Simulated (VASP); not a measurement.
# SrO (Fm-3m) in VASP: single point with PBEsol

Aim: the single point of SrO with PBEsol.

Program: VASP 6.6.1. These are calculated values, not measurements. Logs are shortened: lines on timing, memory, paths and dates and some standing lists are left out, and cuts for length are marked.

## (1) The cell of the first run

It takes space group Fm-3m (No. 225, cubic). Conventional cell: a = 5.122 Å, b = 5.122 Å, c = 5.122 Å, α = 90.00°, β = 90.00°, γ = 90.00°. Sr (site symmetry m-3m) has 6 O at 2.56 Å within 3.4 Å. Within 3.4 Å of O (site symmetry m-3m) lie 6 Sr at 2.56 Å.

## (2) Single point, PBEsol

File INCAR:

```
PREC = Accurate ; ENCUT = 520
EDIFF = 1E-6 ; ISMEAR = 0
SIGMA = 0.02 ; LREAL = F
LASPH = T ; NELM = 80
ALGO = Normal ; ISIF = 2
LWAVE = F ; LCHARG = F
GGA = PS ; NBANDS = 15
```

File KPOINTS:

```
Automatic mesh
0
Gamma
  8 8 8
```

File POSCAR:

```
SrO
1.0
    0.0000000000      2.5611919945      2.5611919945
    2.5611919945      0.0000000000      2.5611919945
    2.5611919945      2.5611919945      0.0000000000
Sr O
1 1
Direct
    0.0000000000      0.0000000000      0.0000000000
    0.5000000000      0.5000000000      0.5000000000
```

Potentials or basis: VASP PAW PBE potentials, release 64 (Sr_sv, O).

Launch:

```bash
$ cat potpaw_PBE.64/Sr_sv/POTCAR potpaw_PBE.64/O/POTCAR > POTCAR
$ mpirun -np 1 vasp_std > vasp.out
```

OUTCAR:

```text
PREC = Accurate
   ENCUT = 520
   EDIFF = 1E-6
   ISMEAR = 0
   LREAL = F
   LASPH = T
   NELM = 80
   ISIF = 2
   GGA = PS

 ion  position               nearest neighbor table
   1  0.000  0.000  0.000-   2 2.56   2 2.56   2 2.56   2 2.56   2 2.56   2 2.56
   2  0.500  0.500  0.500-   1 2.56   1 2.56   1 2.56   1 2.56   1 2.56   1 2.56

  LATTYP: Found a face centered cubic cell.
 ALAT       =     5.1223839890

  Lattice vectors:

 A1 = (   0.0000000000,   2.5611919945,   2.5611919945)
 A2 = (   2.5611919945,   0.0000000000,   2.5611919945)
 A3 = (   2.5611919945,   2.5611919945,   0.0000000000)

Analysis of symmetry for initial positions (statically):
=====================================================================
 Subroutine PRICEL returns:
 Original cell was already a primitive cell.

 Routine SETGRP: Setting up the symmetry group for a
 face centered cubic supercell.

 Subroutine GETGRP returns: Found 48 space group operations
 (whereof 48 operations were pure point group operations)
 out of a pool of 48 trial point group operations.

The static configuration has the point symmetry O_h .

Analysis of symmetry for dynamics (positions and initial velocities):
=====================================================================
 Subroutine PRICEL returns:
 Original cell was already a primitive cell.

 Routine SETGRP: Setting up the symmetry group for a
 face centered cubic supercell.

 Subroutine GETGRP returns: Found 48 space group operations
 (whereof 48 operations were pure point group operations)
 out of a pool of 48 trial point group operations.

The dynamic configuration has the point symmetry O_h .

 Subroutine INISYM returns: Found 48 space group operations
 (whereof 48 operations are pure point group operations),
 and found     1 'primitive' translations

----------------------------------------------------------------------------------------

                                     Primitive cell

  volume of cell :      33.6013

  direct lattice vectors                    reciprocal lattice vectors
     0.000000000  2.561191995  2.561191995    -0.195221600  0.195221600  0.195221600
     2.561191995  0.000000000  2.561191995     0.195221600 -0.195221600  0.195221600
     2.561191995  2.561191995  0.000000000     0.195221600  0.195221600 -0.195221600

  length of vectors
     3.622072454  3.622072454  3.622072454     0.338133731  0.338133731  0.338133731

  position of ions in fractional coordinates (direct lattice)
     0.000000000  0.000000000  0.000000000
     0.500000000  0.500000000  0.500000000

  ion indices of the primitive-cell ions
   primitive index   ion index
                 1           1
                 2           2

----------------------------------------------------------------------------------------

 KPOINTS: Automatic mesh

Automatic generation of k-mesh.
 Grid dimensions read from file:
 generate k-points for:    8    8    8

 Generating k-lattice:

  Cartesian coordinates                     Fractional coordinates (reciprocal lattice)
    -0.024402700  0.024402700  0.024402700     0.125000000  0.000000000  0.000000000
     0.024402700 -0.024402700  0.024402700     0.000000000  0.125000000  0.000000000
     0.024402700  0.024402700 -0.024402700     0.000000000  0.000000000  0.125000000

  Length of vectors
     0.042266716  0.042266716  0.042266716

  Shift w.r.t. Gamma in fractional coordinates (k-lattice)
     0.000000000  0.000000000  0.000000000

 Subroutine IBZKPT returns following result:
 ===========================================

 Found     29 irreducible k-points:

 Following reciprocal coordinates:
            Coordinates               Weight
  0.000000  0.000000  0.000000      1.000000
  0.125000  0.000000  0.000000      8.000000
  0.250000  0.000000  0.000000      8.000000
  0.375000  0.000000  0.000000      8.000000
  0.500000  0.000000  0.000000      4.000000
  0.125000  0.125000  0.000000      6.000000
[... 16 lines left out ...]
  0.500000  0.250000  0.125000     48.000000
 -0.375000  0.250000  0.125000     24.000000
 [... further k-points ...]
   k-points           NKPTS =     29   k-points in BZ     NKDIM =     29   number of bands    NBANDS=     15
   number of dos      NEDOS =    301   number of ions     NIONS =      2
   total plane-waves  NPLWV =  21952
   dimension x,y,z NGX =    28 NGY =   28 NGZ =   28
   dimension x,y,z NGXF=    56 NGYF=   56 NGZF=   56
   ions per type =               1   1
   NGX,Y,Z   is equivalent  to a cutoff of  12.85, 12.85, 12.85 a.u.
   NGXF,Y,Z  is equivalent  to a cutoff of  25.70, 25.70, 25.70 a.u.
 SYSTEM =  unknown system
   PREC   = accura    normal or accurate (medium, high low for compatibility)
   ISTART =      0    job   : 0-new  1-cont  2-samecut
   ICHARG =      2    charge: 1-file 2-atom 10-const
   ISPIN  =      1    spin polarized calculation?
   LNONCOLLINEAR =      F non collinear calculations
   LSORBIT =      F    spin-orbit coupling
   LASPH  =      T    aspherical Exc in radial PAW
   ENCUT  =  520.0 eV  38.22 Ry    6.18 a.u.   6.73  6.73  6.73*2*pi/ulx,y,z
   NELM   =     80;   NELMIN=  2; NELMDL= -5     # of ELM steps
   EDIFF  = 0.1E-05   stopping-criterion for ELM
   LREAL  =      F    real-space projection
   EDIFFG = 0.1E-04   stopping-criterion for IOM
   NSW    =      0    number of steps for IOM
   IBRION =     -1    ionic relax: 0-MD 1-quasi-New 2-CG
   NFREE  =      0    steps in history (QN), initial steepest desc. (CG)
   ISIF   =      2    stress and relaxation
   ISYM   =      2    0-nonsym 1-usesym 2-fastsym
   POTIM  = 0.5000    time-step for ionic-motion
   TEBEG  =    0.0;   TEEND  =   0.0 temperature during run
   PSTRESS=    0.0 pullay stress
   NELECT =      16.0000    total number of electrons
   NUPDOWN=      -1.0000    fix difference up-down
   EMIN   =  10.00;   EMAX   =-10.00  energy-range for DOS
   EFERMI =   0.00;   METHOD = LEGACY
   ISMEAR =     0;   SIGMA  =   0.02  broadening in eV -4-tet -1-fermi 0-gaus
   EFERMI_NEDOS =   21; number of points for ismear=-14 and -15
   IALGO  =     38    algorithm
   IMIX   =      4    mixing-type and parameters
     AMIX     =   0.40;   BMIX     =  1.00
     AMIX_MAG =   1.60;   BMIX_MAG =  1.00
  volume/ion in A,a.u.               =      16.80       113.38
  Fermi-wavevector in a.u.,A,eV,Ry     =   1.278388  2.415803 22.235674  1.634276
  Thomas-Fermi vector in A             =   2.410934
   LORBIT       =      0    0 simple, 1 ext, 2 COOP (PROOUT), +10 PAW based schemes
   GGA     = PS    functional components
   LHFCALC =     F    Hartree Fock is set to
   AEXX    =    0.0000 exact exchange contribution
   IVDW    =     0    specifies the selected vdW correction
   LEPSILON=     F    determine dielectric tensor
   LRPA    =     F    only Hartree local field effects (RPA)
 non-spin polarized calculation
 Gauss-broadening in eV      SIGMA  =   0.02
  energy-cutoff  :      520.00
  volume of cell :       33.60
 maximum number of plane-waves:       934
   NGX = 13   NGY = 13   NGZ = 13

 number of electron      15.9999996 magnetization

 Free energy of the ion-electron system (eV)
  ---------------------------------------------------
  ext. energy  EPLUGINS =         0.00000000
  ---------------------------------------------------
  free energy    TOTEN  =       -12.63915069 eV

  energy without entropy =      -12.63915069  energy(sigma->0) =      -12.63915069

 E-fermi :   1.6435     XC(G=0): -10.3324

 val. band max:        1.5428858849   @ k =   0.0000   0.0000   0.0000
 cond. band min:       4.6897353474   @ k =   0.5000   0.5000   0.0000
 fundamental gap:      3.1468494625
 Fermi energy:         1.6435130381

 k-point     1 :       0.0000    0.0000    0.0000
  band No.  band energies     occupation
      1     -30.6547      2.00000
      2     -13.4693      2.00000
      3     -12.2951      2.00000
      4     -12.2951      2.00000
      5     -12.2951      2.00000
      6       1.5429      2.00000
      7       1.5429      2.00000
      8       1.5429      2.00000
      9       5.4466      0.00000
     10       7.7289      0.00000
     11       7.7289      0.00000
     12       7.7289      0.00000
     13       9.9501      0.00000
     14       9.9501      0.00000
     15      14.0818      0.00000

 k-point     2 :       0.1250    0.0000    0.0000
  band No.  band energies     occupation
      1     -30.6332      2.00000
      2     -13.8361      2.00000
      3     -12.3080      2.00000
      4     -12.3080      2.00000
      5     -11.9809      2.00000
      6       1.0702      2.00000
      7       1.3381      2.00000
      8       1.3381      2.00000
      9       6.1617      0.00000
     10       7.5657      0.00000
     11       8.0425      0.00000
     12       8.0425      0.00000
     13      10.3704      0.00000
     14      10.3704      0.00000
     15      15.1136      0.00000

 k-point     3 :       0.2500    0.0000    0.0000
  band No.  band energies     occupation
      1     -30.5808      2.00000
      2     -14.4209      2.00000
      3     -12.3386      2.00000
      4     -12.3386      2.00000
      5     -11.5227      2.00000
      6       0.2162      2.00000
      7       0.8975      2.00000
      8       0.8975      2.00000
      9       7.4918      0.00000
     10       7.7195      0.00000
     11       8.8956      0.00000
     12       8.8956      0.00000
     13      11.4188      0.00000
     14      11.4188      0.00000
     15      17.1980      0.00000

 k-point     4 :       0.3750    0.0000    0.0000
  band No.  band energies     occupation
      1     -30.5275      2.00000
      2     -14.8612      2.00000
      3     -12.3687      2.00000
      4     -12.3687      2.00000
      5     -11.2094      2.00000
      6      -0.4560      2.00000
      7       0.5130      2.00000
      8       0.5130      2.00000
      9       7.8335      0.00000
     10       9.2344      0.00000
     11       9.9424      0.00000
     12       9.9424      0.00000
     13      12.7231      0.00000
     14      12.7231      0.00000
     15      17.1401      0.00000
[... 307 lines left out ...]
 k-point    22 :       0.3750    0.2500    0.1250
  band No.  band energies     occupation
      1     -30.5426      2.00000
      2     -14.4461      2.00000
      3     -12.5727      2.00000
      4     -12.4022      2.00000
      5     -11.5683      2.00000
      6       0.0304      2.00000
      7       0.8218      2.00000
      8       1.2628      2.00000
      9       6.5279      0.00000
     10       8.0524      0.00000
     11       9.7948      0.00000
     12      10.1690      0.00000
     13      11.5812      0.00000
     14      12.4017      0.00000
     15      18.1396      0.00000

 k-point    23 :       0.5000    0.2500    0.1250
  band No.  band energies     occupation
      1     -30.5004      2.00000
      2     -14.6219      2.00000
      3     -12.6860      2.00000
      4     -12.4819      2.00000
      5     -11.4971      2.00000
      6      -0.0429      2.00000
      7       0.5809      2.00000
      8       1.0127      2.00000
      9       7.0466      0.00000
     10       8.7014      0.00000
     11      10.5085      0.00000
     12      10.6751      0.00000
     13      12.7259      0.00000
     14      13.6688      0.00000
     15      15.8541      0.00000

 k-point    24 :      -0.3750    0.2500    0.1250
  band No.  band energies     occupation
      1     -30.4827      2.00000
      2     -14.6916      2.00000
      3     -12.7104      2.00000
      4     -12.5407      2.00000
      5     -11.4676      2.00000
      6      -0.0826      2.00000
      7       0.6557      2.00000
      8       0.7399      2.00000
      9       7.8802      0.00000
     10       8.2323      0.00000
     11      10.9160      0.00000
     12      11.1138      0.00000
     13      13.2755      0.00000
     14      14.5483      0.00000
     15      14.9205      0.00000

 [... further k-points ...]
[... 5 lines left out ...]
  --------------------------------------------------------------------------------------
  -------------------------------------------------------------------------------------
  Total        0.1343635      0.1343635      0.1343635      0.0000000     -0.0000000     -0.0000000
  in kB        6.4067170      6.4067170      6.4067170      0.0000000     -0.0000000     -0.0000000
  external PRESSURE =       6.4067170 kB  Pullay stress =       0.0000000 kB

 VOLUME and BASIS-vectors are now :
 -----------------------------------------------------------------------------
  energy-cutoff  :      520.00
  volume of cell :       33.60
      direct lattice vectors                 reciprocal lattice vectors
     0.000000000  2.561191995  2.561191995    -0.195221600  0.195221600  0.195221600
     2.561191995  0.000000000  2.561191995     0.195221600 -0.195221600  0.195221600
     2.561191995  2.561191995  0.000000000     0.195221600  0.195221600 -0.195221600

 POSITION                                       TOTAL-FORCE (eV/Angst)
 -----------------------------------------------------------------------------------
      0.00000      0.00000      0.00000        -0.000000     -0.000000     -0.000000
      2.56119      2.56119      2.56119         0.000000      0.000000      0.000000
 -----------------------------------------------------------------------------------
    total drift:                                0.000000      0.000000      0.000000

  FREE ENERGIE OF THE ION-ELECTRON SYSTEM (eV)
  ---------------------------------------------------
  free  energy   TOTEN  =       -12.6391506855 eV

  energy  without entropy=      -12.6391506855  energy(sigma->0) =      -12.63915069
```

It took 13 s on 1 thread of AMD EPYC 7R43 (Zen 3), shared host; peak memory 0.13 GiB.

What came out:

- Free energy: -12.6392 eV
- Pressure: 0.6 GPa
- Band gap on the k mesh: 3.15 eV, indirect (least direct gap 3.23 eV)

Levels at points of the mesh, in eV from the valence-band top:
```tsv
k point	band 6	band 7	band 8	band 9	band 10	band 11
(0.00, 0.00, 0.00)	0.00	0.00	0.00	3.90	6.19	6.19
(0.50, 0.00, 0.00)	-2.25	-1.18	-1.18	6.54	8.38	8.91
(0.50, 0.50, 0.00)	-0.42	-0.08	-0.08	3.15	7.85	10.27
```

Caveat: the PAW data sets were made with another functional, which shifts forces and pressure a little.
